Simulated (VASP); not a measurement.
Write the native input for VASP 6.6.1 that does the following.

- Task: relaxation of cell and atoms
- Functional: PBEsol
- Potentials or basis: VASP PAW PBE potentials, release 64 (Ti_sv, O)
- Cutoff: 600 eV
- k mesh: 8 × 8 × 4
- Occupations: fermi-dirac, width 0.02 eV
- Spin: no spin polarisation
- Dipole correction: no
- Further INCAR settings: ALGO = Normal; EDIFF = 1e-06; IBRION = 2; EDIFFG = -0.005; NSW = 80; ISIF = 3

The structure of TiO2 lies in POSCAR:

```
TiO2
1.0
    3.3885189007      0.0000000000      0.0000000000
    0.0000000000      3.3885189007      0.0000000000
    0.0000000000      0.0000000000      5.3419908032
Ti O
2 4
Direct
    0.0000000000      0.0000000000      0.0000000000
    0.5000000000      0.5000000000      0.5000000000
    0.0000000000      0.5000000000      0.3431934238
    0.0000000000      0.5000000000      0.8431934238
    0.5000000000      0.0000000000      0.6568065762
    0.5000000000      0.0000000000      0.1568065762
```

These files were run (other wordings do the same):

INCAR

```
SYSTEM = TiO2
  ALGO = Normal
  EDIFF = 1E-6
  EDIFFG = -0.005
  ENCUT = 600
  GGA = PS
  IBRION = 2
  ISIF = 3
  ISMEAR = -1
  LASPH = .TRUE.
  LCHARG = .FALSE.
  LREAL = .FALSE.
  LWAVE = .FALSE.
  NELM = 100
  NSW = 80
  PREC = Accurate
  SIGMA = 0.02
```

KPOINTS

```
k-points
0
G
  8 8 4
  0 0 0
```

Potentials or basis: VASP PAW PBE potentials, release 64 (Ti_sv, O).

Command:

```bash
$ cat potpaw_PBE.64/Ti_sv/POTCAR potpaw_PBE.64/O/POTCAR > POTCAR
$ mpirun -np 1 vasp_std > vasp.out
```

Results of the run:

| Property | Result |
| --- | --- |
| Relaxed volume | 9.65 Å³/atom |
| Relaxed cell | a = 3.365 Å, b = 3.365 Å, c = 5.113 Å, α = 90.00°, β = 90.00°, γ = 90.00° |
| Space group after relaxing (to 0.1 Å) | P4_2/nmc (No. 137) |
| Energy gained by relaxing | 13.2 meV/atom |
| Ionic steps | 10 |
| Pressure after relaxing | 0.1 GPa |
| Band gap on the k mesh | 2.40 eV (least direct gap 2.44 eV) |

Caveat: the PAW data sets were made with another functional, which shifts forces and pressure a little.

Wall time 17 min on 1 thread of Intel Xeon 8259CL, with other jobs on the host, peak memory 0.25 GiB.
